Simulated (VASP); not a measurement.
# PbSe2 (P4_2/mnm) in VASP: further runs, part 2 of 2

VASP 6.6.1. The steps go on from the part before.

### Step 3. Relaxation of cell and atoms, PBEsol

This run uses another cell than the first one, of 31.37 Å³/atom, 1.034 times its volume.

Contents of INCAR:

```
ALGO     = Normal         # electronic algorithm
EDIFF    = 1E-6           # SCF threshold, eV
EDIFFG   = -0.01          # ionic threshold
ENCUT    = 600            # plane-wave cutoff, eV
GGA      = PS             # functional
IBRION   = 2              # ionic algorithm
ISIF     = 3              # what is computed and relaxed
ISMEAR   = -1             # smearing method
LASPH    = T              # aspherical terms in the spheres
LCHARG   = F              # write CHGCAR
LREAL    = F              # projectors in reciprocal space
LWAVE    = F              # write WAVECAR
NELM     = 60             # most SCF steps
NSW      = 100            # ionic steps
PREC     = Accurate       # precision mode
SIGMA    = 0.03           # smearing width, eV
```

Contents of KPOINTS:

```
k-points
0
Gamma
  4 4 6
```

Contents of POSCAR:

```
PbSe2
1.0
    6.5822826200      0.0000000000      0.0000000000
    0.0000000000      6.5822826200      0.0000000000
    0.0000000000      0.0000000000      4.3443065292
Pb Se
2 4
Direct
    0.0000000000      0.0000000000      0.0000000000
    0.5000000000      0.5000000000      0.5000000000
    0.3050000000      0.3050000000      0.0000000000
    0.1950000000      0.8050000000      0.5000000000
    0.8050000000      0.1950000000      0.5000000000
    0.6950000000      0.6950000000      0.0000000000
```

Potentials or basis: VASP PAW PBE potentials, release 64 (Pb_d, Se).

The run is started by

```sh
cat potpaw_PBE.64/Pb_d/POTCAR potpaw_PBE.64/Se/POTCAR > POTCAR
mpirun -np 1 vasp_std > vasp.out
```

OUTCAR:

```text
EDIFF = 1E-6
   EDIFFG = -0.01
   ENCUT = 600
   GGA = PS
   IBRION = 2
   ISIF = 3
   ISMEAR = -1
   LASPH = T
   LREAL = F
   NELM = 60
   NSW = 100
   PREC = Accurate

 ion  position               nearest neighbor table
   1  0.000  0.000  0.000-   4 2.83   5 2.83   4 2.83   5 2.83   3 2.84   6 2.84
   2  0.500  0.500  0.500-   3 2.83   6 2.83   3 2.83   6 2.83   5 2.84   4 2.84
   3  0.305  0.305  0.000-   2 2.83   2 2.83   1 2.84
   4  0.195  0.805  0.500-   1 2.83   1 2.83   2 2.84
   5  0.805  0.195  0.500-   1 2.83   1 2.83   2 2.84
   6  0.695  0.695  0.000-   2 2.83   2 2.83   1 2.84

  LATTYP: Found a simple tetragonal cell.
 ALAT       =     6.5822826200
 C/A-ratio  =     0.6600000000

  Lattice vectors:

 A1 = (   6.5822826200,   0.0000000000,   0.0000000000)
 A2 = (   0.0000000000,   6.5822826200,   0.0000000000)
 A3 = (   0.0000000000,   0.0000000000,   4.3443065292)

Analysis of symmetry for initial positions (statically):
=====================================================================
 Subroutine PRICEL returns:
 Original cell was already a primitive cell.

 Routine SETGRP: Setting up the symmetry group for a
 simple tetragonal supercell.

 Subroutine GETGRP returns: Found 16 space group operations
 (whereof  8 operations were pure point group operations)
 out of a pool of 16 trial point group operations.

The static configuration has the point symmetry D_2h.
 The point group associated with its full space group is D_4h.

Analysis of symmetry for dynamics (positions and initial velocities):
=====================================================================
 Subroutine PRICEL returns:
 Original cell was already a primitive cell.

 Routine SETGRP: Setting up the symmetry group for a
 simple tetragonal supercell.

 Subroutine GETGRP returns: Found 16 space group operations
 (whereof  8 operations were pure point group operations)
 out of a pool of 16 trial point group operations.

[... 129 lines left out ...]
  volume/ion in A,a.u.               =      31.37       211.70
  Fermi-wavevector in a.u.,A,eV,Ry     =   1.066231  2.014885 15.467773  1.136849
  Thomas-Fermi vector in A             =   2.201809
   LORBIT       =      0    0 simple, 1 ext, 2 COOP (PROOUT), +10 PAW based schemes
   GGA     = PS    functional components
   LHFCALC =     F    Hartree Fock is set to
   AEXX    =    0.0000 exact exchange contribution
   IVDW    =     0    specifies the selected vdW correction
   LEPSILON=     F    determine dielectric tensor
   LRPA    =     F    only Hartree local field effects (RPA)
 conjugate gradient relaxation of ions
 non-spin polarized calculation
  energy-cutoff  :      600.00
  volume of cell :      188.22
 maximum number of plane-waves:      6313
 NGX is ok and might be reduce to    54
   NGX = 27   NGY = 27   NGZ = 17

--------------------------------------- Ionic step        1  -------------------------------------------

 number of electron      52.0000001 magnetization

 Free energy of the ion-electron system (eV)
  ---------------------------------------------------
  ext. energy  EPLUGINS =         0.00000000
  ---------------------------------------------------
  free energy    TOTEN  =       -22.52008260 eV

  energy without entropy =      -22.51115714  energy(sigma->0) =      -22.51561987

------------------------ aborting loop because EDIFF is reached ----------------------------------------

  FORCE on cell =-STRESS in cart. coord.  units (eV):
  Direction    XX          YY          ZZ          XY          YZ          ZX
  --------------------------------------------------------------------------------------
  -------------------------------------------------------------------------------------
  Total       -1.4818198     -1.4818198     -1.9040511      0.0000000      0.0000000      0.0000000
  in kB      -12.6134084    -12.6134084    -16.2074868      0.0000000      0.0000000      0.0000000
  external PRESSURE =     -13.8114345 kB  Pullay stress =       0.0000000 kB
[... 101 lines left out ...]
  FREE ENERGIE OF THE ION-ELECTRON SYSTEM (eV)
  ---------------------------------------------------
  free  energy   TOTEN  =       -22.5473564591 eV

  energy  without entropy=      -22.5393044023  energy(sigma->0) =      -22.54333043

[... ionic steps 4 to 7 ...]

--------------------------------------- Ionic step        8  -------------------------------------------

 number of electron      52.0000004 magnetization

------------------------ aborting loop because EDIFF is reached ----------------------------------------
[... 75 lines left out ...]
--------------------------------------- Ionic step       10  -------------------------------------------

 number of electron      52.0000001 magnetization

 Free energy of the ion-electron system (eV)
  ---------------------------------------------------
  ext. energy  EPLUGINS =         0.00000000
  ---------------------------------------------------
  free energy    TOTEN  =       -22.55093554 eV

  energy without entropy =      -22.54280420  energy(sigma->0) =      -22.54686987

 E-fermi :   2.6119     XC(G=0):  -9.0421

 val. band max:        2.5861480414   @ k =   0.2500   0.2500   0.0000
 cond. band min:       2.7324221871   @ k =   0.5000   0.5000   0.5000
 fundamental gap:      0.1462741457
 Fermi energy:         2.6118565376

 k-point     1 :       0.0000    0.0000    0.0000
  band No.  band energies     occupation
      1     -14.0835      2.00000
      2     -13.9664      2.00000
      3     -13.9196      2.00000
      4     -13.9196      2.00000
      5     -13.8645      2.00000
      6     -13.8545      2.00000
[... 838 lines left out ...]
  FREE ENERGIE OF THE ION-ELECTRON SYSTEM (eV)
  ---------------------------------------------------
  free  energy   TOTEN  =       -22.5509355405 eV

  energy  without entropy=      -22.5428041961  energy(sigma->0) =      -22.54686987

 reached required accuracy - stopping structural energy minimisation
```

OSZICAR:

```text
N       E                     dE             d eps       ncg     rms          rms(c)
DAV:   1     0.537183319442E+03    0.53718E+03   -0.24704E+04  1488   0.178E+03
DAV:   2     0.450136712053E+02   -0.49217E+03   -0.48066E+03  1544   0.428E+02
DAV:   3    -0.202327103361E+02   -0.65246E+02   -0.63961E+02  2001   0.172E+02
[... 75 lines left out ...]
DAV:   2    -0.225520301536E+02    0.29374E-02   -0.63891E-03  1916   0.857E-01    0.165E-01
DAV:   3    -0.225509307339E+02    0.10994E-02   -0.29056E-03  1867   0.542E-01    0.451E-02
DAV:   4    -0.225509358703E+02   -0.51364E-05   -0.41189E-04  1844   0.138E-01    0.169E-02
DAV:   5    -0.225509351243E+02    0.74594E-06   -0.20066E-05  2062   0.359E-02    0.568E-03
DAV:   6    -0.225509355405E+02   -0.41616E-06   -0.28356E-06  1258   0.159E-02
  10 F= -.22550936E+02 E0= -.22546870E+02  d E =-.322685E-03
```

Wall time 8.2 min (1 thread of Intel Xeon 6975P-C (Granite Rapids), shared host); peak memory 0.41 GiB.

What came out:

```
Free energy                            : -22.5509 eV
Relaxed volume                         : 30.37 Å³/atom
Relaxed cell                           : a = 6.548 Å, b = 6.548 Å, c = 4.251 Å, α = 90.00°, β = 90.00°, γ = 90.00°
Space group after relaxing (to 0.05 Å) : P4_2/mnm (No. 136)
Energy gained by relaxing              : 5.1 meV/atom
Ionic steps                            : 10
Pressure after relaxing                : 0.0 GPa
```

Forces on the atoms (eV/Å):
```
Pb   0.000  0.000  0.000
Pb   0.000  0.000  0.000
Se  -0.002 -0.002  0.000
Se   0.002 -0.002  0.000
Se  -0.002  0.002  0.000
Se   0.002  0.002  0.000
```

The path:
```tsv
step	energy change (eV)	largest force (eV/Å)	pressure (GPa)	volume (Å³)
1	0.0000	0.0492	-1.38	188.22
2	-0.0259	0.1103	0.37	180.95
3	-0.0273	0.0991	0.01	182.24
4	-0.0288	0.0646	0.02	182.15
5	-0.0297	0.0254	0.02	181.89
6	-0.0299	0.0008	0.03	181.96
7	-0.0302	0.0021	-0.01	182.15
8	-0.0305	0.0064	-0.11	182.63
9	-0.0307	0.0042	-0.08	182.53
10	-0.0309	0.0025	0.02	182.23
```

Final structure:
```
Pb Se
1.0
     6.54768    0.00000    0.00000
     0.00000    6.54768    0.00000
     0.00000    0.00000    4.25062
Pb Se
2 4
Direct
  0.00000 0.00000 0.00000
  0.50000 0.50000 0.50000
  0.30295 0.30295 0.00000
  0.19705 0.80295 0.50000
  0.80295 0.19705 0.50000
  0.69705 0.69705 0.00000
```

Levels at points of the mesh, in eV from the Fermi level:
| k point | band 24 | band 25 | band 26 | band 27 | band 28 | band 29 |
| --- | --- | --- | --- | --- | --- | --- |
| (0.00, 0.00, 0.00) | -0.60 | -0.06 | -0.06 | 0.54 | 0.87 | 2.53 |
| (0.50, 0.00, 0.00) | -0.48 | -0.09 | -0.09 | 0.21 | 0.21 | 3.20 |
| (0.50, 0.50, 0.00) | -0.67 | -0.52 | -0.52 | 0.24 | 0.24 | 3.69 |
| (0.00, 0.00, 0.50) | -1.00 | -0.80 | -0.80 | 0.59 | 0.59 | 5.47 |
| (0.50, 0.00, 0.50) | -0.48 | -0.18 | -0.18 | 1.20 | 1.20 | 2.73 |
| (0.50, 0.50, 0.50) | -0.44 | -0.34 | -0.34 | 0.12 | 0.12 | 4.92 |

Caveat: the PAW data sets were made with another functional, which shifts forces and pressure a little; spin-orbit coupling is left out, which moves the levels of the heavy elements.
